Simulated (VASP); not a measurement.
# B2AsH2 (P6/mmm) in VASP: further runs

The runs below take B2AsH2 through single point, relaxation of cell and atoms, with PBE.

All numbers are computed with VASP 6.6.1; they aren't measurements. Logs are shortened: lines on timing, memory, paths and dates and some standing lists are left out, and cuts for length are marked.

## (1) The cell of the first run

It takes space group P6/mmm (No. 191, hexagonal). Conventional cell: a = 2.941 Å, b = 2.941 Å, c = 6.329 Å, α = 90.00°, β = 90.00°, γ = 120.00°. B (site symmetry -6m2) has 3 B at 1.70 Å and 6 H at 2.25 Å within 2.3 Å. H (site symmetry 6mm) has 1 As at 1.68 Å within 2.2 Å. As (site symmetry 6/mmm) has 2 H at 1.68 Å within 2.2 Å.

## (2) Single point, PBE

INCAR reads:

```
SYSTEM = B2AsH2
  ALGO = Normal
  EDIFF = 1E-6
  ENCUT = 520
  GGA = PE
  ISIF = 2
  ISMEAR = 0
  LASPH = .TRUE.
  LCHARG = .FALSE.
  LREAL = .FALSE.
  LWAVE = .FALSE.
  NBANDS = 14
  NELM = 80
  PREC = Accurate
  SIGMA = 0.1
```

KPOINTS reads:

```
k-points
0
G
  6 6 4
  0 0 0
```

POSCAR reads:

```
B2AsH2
1.0
    2.9413096125      0.0000000026      0.0000000000
   -1.4706548085      2.5472488435      0.0000000000
    0.0000000000      0.0000000000      6.3292897900
B H As
2 2 1
Direct
    0.3333333333      0.6666666667      0.5000000000
    0.6666666667      0.3333333333      0.5000000000
    0.0000000000      0.0000000000      0.2661771884
    0.0000000000      0.0000000000      0.7338228116
    0.0000000000      0.0000000000      0.0000000000
```

Potentials or basis: VASP PAW PBE potentials, release 64 (B, H, As).

The run is started by

```console
$ cat potpaw_PBE.64/B/POTCAR potpaw_PBE.64/H/POTCAR potpaw_PBE.64/As/POTCAR > POTCAR
$ mpirun -np 1 vasp_std > vasp.out
```

OUTCAR:

```text
SYSTEM = B2AsH2
   EDIFF = 1E-6
   ENCUT = 520
   GGA = PE
   ISIF = 2
   ISMEAR = 0
   LASPH = .TRUE.
   LREAL = .FALSE.
   NELM = 80
   PREC = Accurate

 ion  position               nearest neighbor table
   1  0.333  0.667  0.500-   2 1.70   2 1.70   2 1.70
   2  0.667  0.333  0.500-   1 1.70   1 1.70   1 1.70
   3  0.000  0.000  0.266-   5 1.68
   4  0.000  0.000  0.734-   5 1.68
   5  0.000  0.000  0.000-   3 1.68   4 1.68

  LATTYP: Found a hexagonal cell.
 ALAT       =     2.9413096125
 C/A-ratio  =     2.1518611176

  Lattice vectors:

 A1 = (   2.9413096125,   0.0000000026,   0.0000000000)
 A2 = (  -1.4706548085,   2.5472488435,   0.0000000000)
 A3 = (   0.0000000000,   0.0000000000,   6.3292897900)

Analysis of symmetry for initial positions (statically):
=====================================================================
 Subroutine PRICEL returns:
 Original cell was already a primitive cell.

 Routine SETGRP: Setting up the symmetry group for a
 hexagonal supercell.

 Subroutine GETGRP returns: Found 24 space group operations
 (whereof 24 operations were pure point group operations)
 out of a pool of 24 trial point group operations.

The static configuration has the point symmetry D_6h.

Analysis of symmetry for dynamics (positions and initial velocities):
=====================================================================
 Subroutine PRICEL returns:
 Original cell was already a primitive cell.

 Routine SETGRP: Setting up the symmetry group for a
 hexagonal supercell.

 Subroutine GETGRP returns: Found 24 space group operations
 (whereof 24 operations were pure point group operations)
 out of a pool of 24 trial point group operations.

The dynamic configuration has the point symmetry D_6h.

 Subroutine INISYM returns: Found 24 space group operations
 (whereof 24 operations are pure point group operations),
 and found     1 'primitive' translations

----------------------------------------------------------------------------------------

                                     Primitive cell

  volume of cell :      47.4206

  direct lattice vectors                    reciprocal lattice vectors
     2.941309613  0.000000003  0.000000000     0.339984609  0.196290206  0.000000000
    -1.470654808  2.547248843  0.000000000    -0.000000000  0.392580412  0.000000000
     0.000000000  0.000000000  6.329289790     0.000000000  0.000000000  0.157995610

  length of vectors
     2.941309613  2.941309612  6.329289790     0.392580412  0.392580412  0.157995610

  position of ions in fractional coordinates (direct lattice)
     0.333333333  0.666666667  0.500000000
     0.666666667  0.333333333  0.500000000
     0.000000000  0.000000000  0.266177188
     0.000000000  0.000000000  0.733822812
     0.000000000  0.000000000  0.000000000

  ion indices of the primitive-cell ions
   primitive index   ion index
                 1           1
                 2           2
                 3           3
                 4           4
                 5           5

----------------------------------------------------------------------------------------

 KPOINTS: k-points

Automatic generation of k-mesh.
 Grid dimensions read from file:
 generate k-points for:    6    6    4

 Generating k-lattice:

  Cartesian coordinates                     Fractional coordinates (reciprocal lattice)
     0.056664102  0.032715034  0.000000000     0.166666667 -0.000000000  0.000000000
    -0.000000000  0.065430069  0.000000000     0.000000000  0.166666667  0.000000000
     0.000000000  0.000000000  0.039498902     0.000000000  0.000000000  0.250000000

  Length of vectors
     0.065430069  0.065430069  0.039498902

  Shift w.r.t. Gamma in fractional coordinates (k-lattice)
     0.000000000  0.000000000  0.000000000

 Subroutine IBZKPT returns following result:
 ===========================================

 Found     21 irreducible k-points:

 Following reciprocal coordinates:
            Coordinates               Weight
  0.000000  0.000000  0.000000      1.000000
  0.166667  0.000000  0.000000      6.000000
  0.333333 -0.000000  0.000000      6.000000
  0.500000  0.000000  0.000000      3.000000
  0.166667  0.166667  0.000000      6.000000
  0.333333  0.166667  0.000000     12.000000
[... 13 lines left out ...]
  0.333333  0.166667  0.500000     12.000000
  0.333333  0.333333  0.500000      2.000000
   k-points           NKPTS =     21   k-points in BZ     NKDIM =     21   number of bands    NBANDS=     14
   number of dos      NEDOS =    301   number of ions     NIONS =      5
   total plane-waves  NPLWV =  27648
   dimension x,y,z NGX =    24 NGY =   24 NGZ =   48
   dimension x,y,z NGXF=    48 NGYF=   48 NGZF=   96
   ions per type =               2   2   1
   NGX,Y,Z   is equivalent  to a cutoff of  13.57, 13.57, 12.61 a.u.
   NGXF,Y,Z  is equivalent  to a cutoff of  27.13, 27.13, 25.22 a.u.
 SYSTEM =  B2AsH2
   PREC   = accura    normal or accurate (medium, high low for compatibility)
   ISTART =      0    job   : 0-new  1-cont  2-samecut
   ICHARG =      2    charge: 1-file 2-atom 10-const
   ISPIN  =      1    spin polarized calculation?
   LNONCOLLINEAR =      F non collinear calculations
   LSORBIT =      F    spin-orbit coupling
   LASPH  =      T    aspherical Exc in radial PAW
   ENCUT  =  520.0 eV  38.22 Ry    6.18 a.u.   5.47  5.47 11.77*2*pi/ulx,y,z
   NELM   =     80;   NELMIN=  2; NELMDL= -5     # of ELM steps
   EDIFF  = 0.1E-05   stopping-criterion for ELM
   LREAL  =      F    real-space projection
   EDIFFG = 0.1E-04   stopping-criterion for IOM
   NSW    =      0    number of steps for IOM
   IBRION =     -1    ionic relax: 0-MD 1-quasi-New 2-CG
   NFREE  =      0    steps in history (QN), initial steepest desc. (CG)
   ISIF   =      2    stress and relaxation
   ISYM   =      2    0-nonsym 1-usesym 2-fastsym
   POTIM  = 0.5000    time-step for ionic-motion
   TEBEG  =    0.0;   TEEND  =   0.0 temperature during run
   PSTRESS=    0.0 pullay stress
   NELECT =      13.0000    total number of electrons
   NUPDOWN=      -1.0000    fix difference up-down
   EMIN   =  10.00;   EMAX   =-10.00  energy-range for DOS
   EFERMI =   0.00;   METHOD = LEGACY
   ISMEAR =     0;   SIGMA  =   0.10  broadening in eV -4-tet -1-fermi 0-gaus
   EFERMI_NEDOS =   21; number of points for ismear=-14 and -15
   IALGO  =     38    algorithm
   IMIX   =      4    mixing-type and parameters
     AMIX     =   0.40;   BMIX     =  1.00
     AMIX_MAG =   1.60;   BMIX_MAG =  1.00
  volume/ion in A,a.u.               =       9.48        64.00
  Fermi-wavevector in a.u.,A,eV,Ry     =   1.063490  2.009705 15.388351  1.131012
  Thomas-Fermi vector in A             =   2.198977
   LORBIT       =      0    0 simple, 1 ext, 2 COOP (PROOUT), +10 PAW based schemes
   GGA     = PE    functional components
   LHFCALC =     F    Hartree Fock is set to
   AEXX    =    0.0000 exact exchange contribution
   IVDW    =     0    specifies the selected vdW correction
   LEPSILON=     F    determine dielectric tensor
   LRPA    =     F    only Hartree local field effects (RPA)
 non-spin polarized calculation
 Gauss-broadening in eV      SIGMA  =   0.10
  energy-cutoff  :      520.00
  volume of cell :       47.42
 maximum number of plane-waves:      1332
 NGX is ok and might be reduce to    24
   NGX = 11   NGY = 11   NGZ = 23

 number of electron      13.0000000 magnetization

 Free energy of the ion-electron system (eV)
  ---------------------------------------------------
  ext. energy  EPLUGINS =         0.00000000
  ---------------------------------------------------
  free energy    TOTEN  =       -20.60856617 eV

  energy without entropy =      -20.59646511  energy(sigma->0) =      -20.60251564

 E-fermi :   3.7674     XC(G=0): -10.2397

 val. band max:        3.6449949975   @ k =   0.3333   0.1667   0.2500
 cond. band min:       3.8047902436   @ k =   0.3333   0.1667   0.0000
 fundamental gap:      0.1597952461
 Fermi energy:         3.7673528953

 k-point     1 :       0.0000    0.0000    0.0000
  band No.  band energies     occupation
      1     -10.2748      2.00000
      2      -7.1342      2.00000
      3      -4.6703      2.00000
      4       3.1961      2.00000
      5       4.2725      0.00000
      6       5.2935      0.00000
      7       5.2935      0.00000
      8       9.3890      0.00000
      9       9.3890      0.00000
     10      12.4177      0.00000
     11      12.6572      0.00000
     12      12.6572      0.00000
     13      14.5125      0.00000
     14      15.2969      0.00000

 k-point     2 :       0.1667    0.0000    0.0000
  band No.  band energies     occupation
      1      -9.7238      2.00000
      2      -6.6345      2.00000
      3      -4.1629      2.00000
      4       3.2002      2.00000
      5       3.5739      1.99379
      6       4.2929      0.00000
      7       4.3564      0.00000
      8       6.5487      0.00000
      9       8.4159      0.00000
     10      11.1272      0.00000
     11      12.0198      0.00000
     12      13.4147      0.00000
     13      14.4971      0.00000
     14      14.5727      0.00000
[... 292 lines left out ...]
      1      -6.7937      2.00000
      2      -4.6224      2.00000
      3      -1.8687      2.00000
      4      -0.4205      2.00000
      5       0.0587      2.00000
      6       1.6718      2.00000
      7       2.6086      2.00000
      8       3.5955      1.98491
      9       5.9551      0.00000
     10       8.9976      0.00000
     11       9.4480      0.00000
     12      11.9058      0.00000
     13      13.8236      0.00000
     14      15.7337      0.00000

 k-point    21 :       0.3333    0.3333    0.5000
  band No.  band energies     occupation
      1      -6.0164      2.00000
      2      -2.9086      2.00000
      3      -1.9652      2.00000
      4      -1.9652      2.00000
      5       0.3640      2.00000
      6       0.3640      2.00000
      7       1.4253      2.00000
      8       4.2487      0.00000
      9       6.1956      0.00000
     10       6.1956      0.00000
     11      10.5447      0.00000
     12      10.5447      0.00000
     13      13.1092      0.00000
     14      18.1675      0.00000

------------------------ aborting loop because EDIFF is reached ----------------------------------------

  FORCE on cell =-STRESS in cart. coord.  units (eV):
  Direction    XX          YY          ZZ          XY          YZ          ZX
  --------------------------------------------------------------------------------------
  -------------------------------------------------------------------------------------
  Total       -0.0354923     -0.0354923      0.0846678     -0.0000000     -0.0000000     -0.0000000
  in kB       -1.1991611     -1.1991611      2.8606292     -0.0000000     -0.0000000     -0.0000000
  external PRESSURE =       0.1541023 kB  Pullay stress =       0.0000000 kB

 VOLUME and BASIS-vectors are now :
 -----------------------------------------------------------------------------
  energy-cutoff  :      520.00
  volume of cell :       47.42
      direct lattice vectors                 reciprocal lattice vectors
     2.941309613  0.000000003  0.000000000     0.339984609  0.196290206  0.000000000
    -1.470654808  2.547248843  0.000000000    -0.000000000  0.392580412  0.000000000
     0.000000000  0.000000000  6.329289790     0.000000000  0.000000000  0.157995610

 POSITION                                       TOTAL-FORCE (eV/Angst)
 -----------------------------------------------------------------------------------
     -0.00000      1.69817      3.16464         0.000000     -0.000000     -0.000000
      1.47065      0.84908      3.16464        -0.000000      0.000000      0.000000
      0.00000      0.00000      1.68471        -0.000000      0.000000      0.028727
      0.00000      0.00000      4.64458         0.000000     -0.000000     -0.028727
      0.00000      0.00000      0.00000        -0.000000     -0.000000      0.000000
 -----------------------------------------------------------------------------------
    total drift:                                0.000000      0.000000      0.000000

  FREE ENERGIE OF THE ION-ELECTRON SYSTEM (eV)
  ---------------------------------------------------
  free  energy   TOTEN  =       -20.6085661679 eV

  energy  without entropy=      -20.5964651112  energy(sigma->0) =      -20.60251564
```

Wall time 15 s (1 thread of Intel Xeon 6975P-C, shared host); peak memory 0.17 GiB.

Results:

```
Free energy   : -20.6086 eV
Pressure      : 0.0 GPa
Largest force : 0.029 eV/Å
```

Forces on the atoms (eV/Å):
```
B    0.000  0.000  0.000
B    0.000  0.000  0.000
H    0.000  0.000  0.029
H    0.000  0.000 -0.029
As   0.000  0.000  0.000
```

Stress tensor (GPa, compression positive):
```
-0.12  0.00  0.00
 0.00 -0.12  0.00
 0.00  0.00  0.29
```

Levels at points of the mesh, in eV from the Fermi level:
```tsv
k point	band 5	band 6	band 7	band 8	band 9	band 10
(0.00, 0.00, 0.00)	0.51	1.53	1.53	5.62	5.62	8.65
(0.50, 0.00, 0.00)	-4.87	-1.15	-0.31	1.94	2.72	4.34
(0.00, 0.00, 0.50)	1.53	1.53	4.10	5.66	5.66	7.55
(0.50, 0.00, 0.50)	-3.31	-1.14	-0.55	0.67	2.64	5.10
```

Caveat: the k points lie up to 0.41 Å⁻¹ apart.

[end of part 1 of 2]
